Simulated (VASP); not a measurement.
# SbPt (P6_3/mmc) in VASP: a series of runs

The runs below take SbPt through electric field gradients, with LDA.

Program: VASP 6.6.1. These are calculated values, not measurements. Logs are shortened: lines on timing, memory, paths and dates and some standing lists are left out, and cuts for length are marked.

**1. The cell of the first run**

The structure is hexagonal, space group P6_3/mmc (No. 194). Conventional cell: a = 4.130 Å, b = 4.130 Å, c = 5.527 Å, α = 90.00°, β = 90.00°, γ = 120.00°. Within 3.7 Å of Sb (site symmetry -6m2) lie 6 Pt at 2.76 Å and 6 Sb at 3.65 Å. Pt (site symmetry -3m) has 6 Sb at 2.76 Å and 2 Pt at 2.76 Å within 3.6 Å.

**2. Electric field gradients, LDA (zz strain of +1 %)**

INCAR

```
PREC = Accurate
ENCUT = 520
EDIFF = 1E-8
ISMEAR = -1
SIGMA = 0.08
LREAL = F
LASPH = T
NELM = 100
ALGO = Normal
ISIF = 2
LWAVE = F
LCHARG = F
GGA = CA
LEFG = T
NBANDS = 23
```

KPOINTS

```
Automatic mesh
0
Gamma
  11 11 8
```

POSCAR

```
SbPt
1.0
    4.1299978706      0.0000000000      0.0000000000
   -2.0649989353      3.5766830735      0.0000000000
    0.0000000000      0.0000000000      5.5267200000
Sb Pt
2 2
Direct
    0.3333333333      0.6666666667      0.2500000000
    0.6666666667      0.3333333333      0.7500000000
    0.0000000000      0.0000000000      0.0000000000
    0.0000000000      0.0000000000      0.5000000000
```

Potentials or basis: VASP PAW LDA potentials, release 64 (Sb, Pt).

Launch:

```console
cat potpaw_LDA.64/Sb/POTCAR potpaw_LDA.64/Pt/POTCAR > POTCAR
mpirun -np 1 vasp_std > vasp.out
```

OUTCAR:

```text
PREC = Accurate
   ENCUT = 520
   EDIFF = 1E-8
   ISMEAR = -1
   LREAL = F
   LASPH = T
   NELM = 100
   ISIF = 2
   GGA = CA

 ion  position               nearest neighbor table
   1  0.333  0.667  0.250-   3 2.76   4 2.76   3 2.76   4 2.76   3 2.76   4 2.76   2 3.65   2 3.65
                             2 3.65   2 3.65   2 3.65   2 3.65
   2  0.667  0.333  0.750-   3 2.76   4 2.76   3 2.76   4 2.76   3 2.76   4 2.76   1 3.65   1 3.65
                             1 3.65   1 3.65   1 3.65   1 3.65
   3  0.000  0.000  0.000-   1 2.76   2 2.76   1 2.76   2 2.76   2 2.76   1 2.76   4 2.76   4 2.76

   4  0.000  0.000  0.500-   1 2.76   2 2.76   1 2.76   2 2.76   2 2.76   1 2.76   3 2.76   3 2.76

  LATTYP: Found a hexagonal cell.
 ALAT       =     4.1299978706
 C/A-ratio  =     1.3381895519

  Lattice vectors:

 A1 = (   4.1299978706,   0.0000000000,   0.0000000000)
 A2 = (  -2.0649989353,   3.5766830735,   0.0000000000)
 A3 = (   0.0000000000,   0.0000000000,   5.5267200000)

Analysis of symmetry for initial positions (statically):
=====================================================================
 Subroutine PRICEL returns:
 Original cell was already a primitive cell.

 Routine SETGRP: Setting up the symmetry group for a
 hexagonal supercell.

 Subroutine GETGRP returns: Found 24 space group operations
 (whereof 12 operations were pure point group operations)
 out of a pool of 24 trial point group operations.

The static configuration has the point symmetry D_3d.
 The point group associated with its full space group is D_6h.

Analysis of symmetry for dynamics (positions and initial velocities):
=====================================================================
 Subroutine PRICEL returns:
 Original cell was already a primitive cell.

 Routine SETGRP: Setting up the symmetry group for a
 hexagonal supercell.

 Subroutine GETGRP returns: Found 24 space group operations
 (whereof 12 operations were pure point group operations)
 out of a pool of 24 trial point group operations.

The dynamic configuration has the point symmetry D_3d.
 The point group associated with its full space group is D_6h.

 Subroutine INISYM returns: Found 24 space group operations
 (whereof 12 operations are pure point group operations),
 and found     1 'primitive' translations

----------------------------------------------------------------------------------------

                                     Primitive cell

  volume of cell :      81.6390

  direct lattice vectors                    reciprocal lattice vectors
     4.129997871  0.000000000  0.000000000     0.242130875  0.139794326  0.000000000
    -2.064998935  3.576683073  0.000000000     0.000000000  0.279588652  0.000000000
     0.000000000  0.000000000  5.526720000     0.000000000  0.000000000  0.180939147

  length of vectors
     4.129997871  4.129997871  5.526720000     0.279588652  0.279588652  0.180939147

  position of ions in fractional coordinates (direct lattice)
     0.333333333  0.666666667  0.250000000
     0.666666667  0.333333333  0.750000000
     0.000000000  0.000000000  0.000000000
     0.000000000  0.000000000  0.500000000

  ion indices of the primitive-cell ions
   primitive index   ion index
                 1           1
                 2           2
                 3           3
                 4           4

----------------------------------------------------------------------------------------

 KPOINTS: Automatic mesh

Automatic generation of k-mesh.
 Grid dimensions read from file:
 generate k-points for:   11   11    8

 Generating k-lattice:

  Cartesian coordinates                     Fractional coordinates (reciprocal lattice)
[... 44 lines left out ...]
   total plane-waves  NPLWV =  43008
   dimension x,y,z NGX =    32 NGY =   32 NGZ =   42
   dimension x,y,z NGXF=    64 NGYF=   64 NGZF=   84
   ions per type =               2   2
   NGX,Y,Z   is equivalent  to a cutoff of  12.88, 12.88, 12.63 a.u.
   NGXF,Y,Z  is equivalent  to a cutoff of  25.76, 25.76, 25.27 a.u.
 SYSTEM =  unknown system
   PREC   = accura    normal or accurate (medium, high low for compatibility)
   ISTART =      0    job   : 0-new  1-cont  2-samecut
   ICHARG =      2    charge: 1-file 2-atom 10-const
   ISPIN  =      1    spin polarized calculation?
   LNONCOLLINEAR =      F non collinear calculations
   LSORBIT =      F    spin-orbit coupling
   LASPH  =      T    aspherical Exc in radial PAW
   ENCUT  =  520.0 eV  38.22 Ry    6.18 a.u.   7.68  7.68 10.28*2*pi/ulx,y,z
   NELM   =    100;   NELMIN=  2; NELMDL= -5     # of ELM steps
   EDIFF  = 0.1E-07   stopping-criterion for ELM
   LREAL  =      F    real-space projection
   EDIFFG = 0.1E-06   stopping-criterion for IOM
   NSW    =      0    number of steps for IOM
   IBRION =     -1    ionic relax: 0-MD 1-quasi-New 2-CG
   NFREE  =      0    steps in history (QN), initial steepest desc. (CG)
   ISIF   =      2    stress and relaxation
   ISYM   =      2    0-nonsym 1-usesym 2-fastsym
   POTIM  = 0.5000    time-step for ionic-motion
   TEBEG  =    0.0;   TEEND  =   0.0 temperature during run
   PSTRESS=    0.0 pullay stress
   NELECT =      30.0000    total number of electrons
   NUPDOWN=      -1.0000    fix difference up-down
   EMIN   =  10.00;   EMAX   =-10.00  energy-range for DOS
   EFERMI =   0.00;   METHOD = LEGACY
   ISMEAR =    -1;   SIGMA  =   0.08  broadening in eV -4-tet -1-fermi 0-gaus
   EFERMI_NEDOS =   21; number of points for ismear=-14 and -15
   IALGO  =     38    algorithm
   IMIX   =      4    mixing-type and parameters
     AMIX     =   0.40;   BMIX     =  1.00
     AMIX_MAG =   1.60;   BMIX_MAG =  1.00
  volume/ion in A,a.u.               =      20.41       137.73
  Fermi-wavevector in a.u.,A,eV,Ry     =   1.172598  2.215890 18.707837  1.374987
  Thomas-Fermi vector in A             =   2.309025
   LORBIT       =      0    0 simple, 1 ext, 2 COOP (PROOUT), +10 PAW based schemes
   GGA     = CA    functional components
   LHFCALC =     F    Hartree Fock is set to
   AEXX    =    0.0000 exact exchange contribution
   IVDW    =     0    specifies the selected vdW correction
   LEPSILON=     F    determine dielectric tensor
   LRPA    =     F    only Hartree local field effects (RPA)
 non-spin polarized calculation
  energy-cutoff  :      520.00
  volume of cell :       81.64
 maximum number of plane-waves:      2228
 NGX is ok and might be reduce to    32
   NGX = 15   NGY = 15   NGZ = 21

 number of electron      30.0000003 magnetization

 Free energy of the ion-electron system (eV)
  ---------------------------------------------------
  ext. energy  EPLUGINS =         0.00000000
  ---------------------------------------------------
  free energy    TOTEN  =       -26.34676211 eV

  energy without entropy =      -26.30373367  energy(sigma->0) =      -26.32524789

 E-fermi :   9.9277     XC(G=0): -11.6104

 val. band max:        9.9149722586   @ k =   0.1818   0.1818   0.3750
 cond. band min:       9.9316578992   @ k =   0.1818   0.0909   0.1250
 fundamental gap:      0.0166856406
 Fermi energy:         9.9277232937

 k-point     1 :       0.0000    0.0000    0.0000
  band No.  band energies     occupation
      1      -2.9536      2.00000
      2       0.8558      2.00000
      3       2.9379      2.00000
      4       3.9812      2.00000
      5       3.9812      2.00000
      6       4.0915      2.00000
[... 613 lines left out ...]
     22      16.4279      0.00000
     23      17.1574      0.00000

 [... further k-points ...]

------------------------ aborting loop because EDIFF is reached ----------------------------------------

  FORCE on cell =-STRESS in cart. coord.  units (eV):
  Direction    XX          YY          ZZ          XY          YZ          ZX
  --------------------------------------------------------------------------------------
  -------------------------------------------------------------------------------------
  Total       -0.2958848     -0.2958848     -1.5576506      0.0000000     -0.0000000     -0.0000000
  in kB       -5.8067816     -5.8067816    -30.5691151      0.0000000     -0.0000000     -0.0000000
  external PRESSURE =     -14.0608928 kB  Pullay stress =       0.0000000 kB

 VOLUME and BASIS-vectors are now :
 -----------------------------------------------------------------------------
  energy-cutoff  :      520.00
  volume of cell :       81.64
      direct lattice vectors                 reciprocal lattice vectors
     4.129997871  0.000000000  0.000000000     0.242130875  0.139794326  0.000000000
    -2.064998935  3.576683073  0.000000000     0.000000000  0.279588652  0.000000000
     0.000000000  0.000000000  5.526720000     0.000000000  0.000000000  0.180939147

 POSITION                                       TOTAL-FORCE (eV/Angst)
 -----------------------------------------------------------------------------------
     -0.00000      2.38446      1.38168        -0.000000      0.000000      0.000000
      2.06500      1.19223      4.14504         0.000000      0.000000      0.000000
      0.00000      0.00000      0.00000        -0.000000      0.000000      0.000000
      0.00000      0.00000      2.76336        -0.000000      0.000000      0.000000
 -----------------------------------------------------------------------------------
    total drift:                               -0.000000      0.000000      0.000000

  FREE ENERGIE OF THE ION-ELECTRON SYSTEM (eV)
  ---------------------------------------------------
  free  energy   TOTEN  =       -26.3467621084 eV

  energy  without entropy=      -26.3037336658  energy(sigma->0) =      -26.32524789

 Electric field gradients (V/A^2)
---------------------------------------------------------------------
 ion       V_xx      V_yy      V_zz      V_xy      V_xz      V_yz
---------------------------------------------------------------------
   1      -8.620    -8.621    17.241    -0.000    -0.000     0.000
   2      -8.620    -8.621    17.241    -0.000     0.000    -0.000
   3      53.502    53.502  -107.004    -0.000    -0.000     0.000
   4      53.502    53.502  -107.004    -0.000     0.000    -0.000
---------------------------------------------------------------------

 Electric field gradients after diagonalization (V/A^2)
 (convention: |V_zz| > |V_xx| > |V_yy|)
----------------------------------------------------------------------
 ion       V_xx      V_yy      V_zz     asymmetry (V_yy - V_xx)/ V_zz
----------------------------------------------------------------------
   1      -8.621    -8.620    17.241       0.000
   2      -8.621    -8.620    17.241       0.000
   3      53.503    53.502  -107.004       0.000
   4      53.503    53.502  -107.004       0.000
----------------------------------------------------------------------

           NMR quadrupolar parameters

 Cq : quadrupolar parameter    Cq=e*Q*V_zz/h
 eta: asymmetry parameters     (V_yy - V_xx)/ V_zz
 Q  : nuclear electric quadrupole moment in mb (millibarn)
----------------------------------------------------------------------
 ion       Cq(MHz)       eta       Q (mb)
----------------------------------------------------------------------
   1       0.042       0.000       1.000
   2       0.042       0.000       1.000
   3      -0.259       0.000       1.000
   4      -0.259       0.000       1.000
----------------------------------------------------------------------
```

It took 91 s on 1 thread of Intel Xeon Platinum 8259CL at 2.50GHz (Skylake/Cascade Lake), shared host; peak memory 0.26 GiB.

What came out:

```
Free energy                             : -26.3468 eV
Pressure                                : -1.4 GPa
Band gap on the k mesh                  : zero (bands 15 and 16 overlap by 3.93 eV)
Largest electric field gradient by atom : Sb +17.2; Pt -107.0 V/Å²
```

Electric field gradients, principal values (V/Å²):
```tsv
atom	least	middle	greatest (by size)
1 Sb	-8.620	-8.621	17.241
2 Sb	-8.620	-8.621	17.241
3 Pt	53.502	53.503	-107.004
4 Pt	53.502	53.503	-107.004
```

Caveat: the cell differs from its parent crystal (zz strain of +1 %); without QUAD_EFG the Cq values of the log hold for a quadrupole moment of 1 mb, not for the nuclei; spin-orbit coupling is left out, which moves the levels of the heavy elements.

(Continued in part 2 of 2.)
